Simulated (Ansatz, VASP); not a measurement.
# One calculation of Pb, two programs

```xyz
2
Lattice="3.0182 -1.7386 0.0000 3.0182 1.7386 0.0000 -2.1013 0.0000 6.0543" Properties=species:S:1:pos:R:3 pbc="T T T"
Pb    3.9580    0.0000    4.3972
Pb   -0.0229    0.0000    1.6571
```

Change from the starting cell: volume scaled by 0.98.

Alike in both runs: task single point; functional LDA; k mesh 9 × 9 × 5; occupations fermi-dirac, width 0.05 eV; no spin polarisation.

```csv
,VASP,Ansatz
version,VASP 6.6.1,Ansatz 0.2.0
potentials or method,"VASP PAW LDA potentials, release 64 (Pb_d), cutoff 520 eV","all-electron LAPW, scalar-relativistic"
```

```csv
,VASP,Ansatz,Ansatz less VASP
gap on the k mesh at the Fermi level (eV),none,none,-
pressure (GPa),-2.4,-2.4,-0.04
"traceless stress, the component that is largest in VASP (GPa)",-0.08,-0.08,-0.002
rms of the force components (eV/Å),0.079,0.083,+0.0038
```

LDA's correlation is that of Perdew and Zunger in VASP and of Perdew and Wang (1992) in Ansatz. Atom by atom the forces differ by 0.004 eV/Å (rms over components). A gap of «none» marks a metal or a gap that the smearing closes. Ansatz ran all-electron here, and VASP with PAW potentials.

Neither program's run includes spin-orbit coupling.
